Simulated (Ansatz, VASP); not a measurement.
## Two plane-wave programs on CdSe

Contents of INCAR:

```
  ALGO = Normal
  EDIFF = 1E-7
  EDIFFG = -0.002
  ENCUT = 450
  GGA = CA
  GGA_COMPAT = F
  IBRION = 2
  ISIF = 2
  ISMEAR = 0
  LASPH = T
  LCHARG = F
  LREAL = F
  LWAVE = F
  NELM = 120
  NELMIN = 4
  NSW = 60
  PREC = Accurate
  SIGMA = 0.02
```

The input KPOINTS:

```
k-points
0
Gamma
  8 8 8
```

POSCAR

```
CdSe
1.0
   -0.0240325821      3.0100809108      3.0341134930
    3.0100809108     -0.0240325821      3.0341134930
    2.9860483287      2.9860483287      0.0000000000
Cd Se
1 1
Direct
    0.0000000000      0.0000000000      0.0000000000
    0.2500000000      0.2500000000      0.2500000000
```

Input for Ansatz:

```yaml
crystal:
  lattice:
    - [-0.0240325821, 3.0100809108, 3.034113493]
    - [3.0100809108, -0.0240325821, 3.034113493]
    - [2.9860483287, 2.9860483287, 0.0]
  atoms:
    - { symbol: Cd, position: [0.0, 0.0, 0.0] }
    - { symbol: Se, position: [0.25, 0.25, 0.25] }
basis:
  ecutwfc: 420
kpoints:
  mp_grid: { grid: [8, 8, 8] }
hamiltonian:
  xc: lda
  pseudopotentials: { kind: paw, azcp: { folder: soft_1 } }
scf:
  occupations: { method: gaussian, width: 0.02 }
output:
  forces: true
  stress: true
  eigenvalues: true
relax:
  adjacent_minimum: "off"
  f_tol: 0.002
  max_steps: 40
```

Change from the starting cell: strained cell.

Alike in both runs: task relaxation of the atoms; functional LDA; k mesh 8 × 8 × 8; occupations gaussian, width 0.02 eV; no spin polarisation.

```csv
,VASP,Ansatz
version,VASP 6.6.1,Ansatz 0.2.0
potentials or method,"VASP PAW LDA potentials, release 64 (Cd, Se), cutoff 450 eV","scalar-relativistic, plane waves, PAW"
valence electrons in the cell,18,36
```

|  | VASP | Ansatz | Ansatz less VASP |
| --- | --- | --- | --- |
| gap on the k mesh at the Fermi level, each at its own relaxed structure (eV) | 0.36 | 0.33 | -0.031 |

Ansatz warns that its potentials were made for another functional, while VASP's fit it. LDA's correlation is that of Perdew and Zunger in VASP and of Perdew and Wang (1992) in Ansatz. VASP's potentials hold 18 valence electrons a cell and Ansatz's 36, so a difference there can come from the potentials and not from the codes. Ansatz's warnings: stress scf threshold loose.
